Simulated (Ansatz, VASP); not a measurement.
Two plane-wave programs on ZrN

```
Zr N
1.0
     0.00000    2.29427    2.29427
     2.29427    0.00000    2.29427
     2.29427    2.29427    0.00000
Zr N
1 1
Direct
  0.50000 0.50000 0.50000
  0.00000 0.00000 0.00000
```

Alike in both runs: task single point; functional PBE; k mesh 6 × 6 × 6; occupations gaussian, width 0.1 eV; no spin polarisation.

|  | VASP | Ansatz |
| --- | --- | --- |
| version | VASP 6.6.1 | Ansatz 0.2.0 |
| potentials or method | VASP PAW PBE potentials, release 64 (Zr_sv, N), cutoff 600 eV | scalar-relativistic, plane waves, PAW |
| valence electrons in the cell | 17 | 17 |

```tsv
	VASP	Ansatz	Ansatz less VASP
gap on the k mesh at the Fermi level (eV)	none	none	-
pressure (GPa)	1.0	0.8	-0.15
```

A gap of «none» marks a metal or a gap that the smearing closes. With one functional, cell and mesh, what is left measures potentials, basis and numerics.

The k mesh is coarse, so the values compare programs but aren't converged.
